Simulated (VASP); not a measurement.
Runs of VASP 6.6.1 on Sn. The structure is that of space group P6_3/mmc (No. 194), or close to it. The cells are those of the table. This isn't the form of Sn at room conditions, which is tetragonal (white tin).

| task | cell | k mesh | cutoff (eV) | gap on the mesh (eV) | pressure (GPa) | relaxed volume (Å³/atom) |
| --- | --- | --- | --- | --- | --- | --- |
| single point | a = 3.304, b = 3.304, c = 5.558 Å, angles 90.0, 90.0, 120.0°, 2 atoms | 15 × 15 × 8 | 520 | none | -0.1 | - |
| single point | a = 3.345, b = 3.345, c = 5.405 Å, angles 90.0, 90.0, 120.0°, 2 atoms | 9 × 9 × 4 | 520 | none | -0.2 | - |
| relaxation of cell and atoms | relaxed from a = 2.758, b = 2.758, c = 4.391 Å, angles 90.0, 90.0, 120.0°, 2 atoms | 9 × 9 × 4 | 600 | none | -0.1 | (a) |
| relaxation of cell and atoms | relaxed from a = 3.345, b = 3.345, c = 5.405 Å, angles 90.0, 90.0, 120.0°, 2 atoms | 15 × 15 × 8 | 600 | none | 0.0 | 26.26 |
| single point | a = 2.758, b = 2.758, c = 4.391 Å, angles 90.0, 90.0, 120.0°, 2 atoms | 9 × 9 × 4 | 520 | none | 138.0 | - |

Alike in all rows: level PBEsol; potentials or basis VASP PAW PBE potentials, release 64 (Sn_d); no spin polarisation; smearing gaussian 0.1 eV.

Estimate the missing entries.

(a) 26.14.

Caveats: the PAW data sets were made with another functional, which shifts forces and pressure a little; spin-orbit coupling is left out, which moves the levels of the heavy elements; the volume moved by over 15 % at a fixed basis, so the end points are rough (at least some runs); the cell stands under pressure (at least some runs).

A k mesh can miss the band edges, and the runs leave out spin-orbit coupling on Sn.

A gap of «none» marks levels without a gap at the run's occupations.
